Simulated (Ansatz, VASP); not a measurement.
One calculation of BAs, two programs

File INCAR:

```
SYSTEM = BAs
PREC = Accurate
ENCUT = 500
EDIFF = 1E-6
ISMEAR = -1
SIGMA = 0.03
LREAL = .FALSE.
LASPH = .TRUE.
NELM = 120
ALGO = Normal
ISIF = 2
LWAVE = .FALSE.
LCHARG = .TRUE.
GGA = PE
LELF = .TRUE.
LVHAR = .TRUE.
NBANDS = 11
GGA_COMPAT = .FALSE.
```

KPOINTS

```
regular mesh
0
G
  5 5 5
  0 0 0
```

POSCAR

```
BAs
1.0
    2.9343700000      0.0000000000      0.0000000000
    0.0000000000      2.9343700000      0.0000000000
    0.0000000000      0.0000000000      2.9343700000
B As
1 1
Direct
    0.5000000000      0.5000000000      0.5000000000
    0.0000000000      0.0000000000      0.0000000000
```

File input.yaml:

```yaml
crystal:
  lattice:
    - [2.93437, 0.0, 0.0]
    - [0.0, 2.93437, 0.0]
    - [0.0, 0.0, 2.93437]
  atoms:
    - { symbol: B, position: [0.5, 0.5, 0.5] }
    - { symbol: As, position: [0.0, 0.0, 0.0] }
kpoints:
  mp_grid: { grid: [5, 5, 5] }
scf:
  occupations: { method: fermi_dirac, width: 0.03 }
hamiltonian:
  xc: pbe
  pseudopotentials: { kind: all_electron, lapw: { basis_error: 0.002 } }
output:
  forces: true
  stress: true
  eigenvalues: true
```

Alike in both runs: task single point; functional PBE; k mesh 5 × 5 × 5; occupations fermi-dirac, width 0.03 eV; no spin polarisation.

|  | VASP | Ansatz |
| --- | --- | --- |
| version | VASP 6.6.1 | Ansatz 0.2.0 |
| potentials or method | VASP PAW PBE potentials, release 64 (B, As), cutoff 500 eV | all-electron LAPW, scalar-relativistic |

```tsv
	VASP	Ansatz	Ansatz less VASP
gap on the k mesh at the Fermi level (eV)	none	none	-
pressure (GPa)	-2.9	-3.1	-0.16
```

A gap of «none» marks a metal or a gap that the smearing closes. Ansatz ran all-electron here, and VASP with PAW potentials.

The k mesh is coarse, so the values compare programs but aren't converged. Noted on Ansatz's run: the k mesh is thin for a metal, which can move the energy by tens of meV per atom.
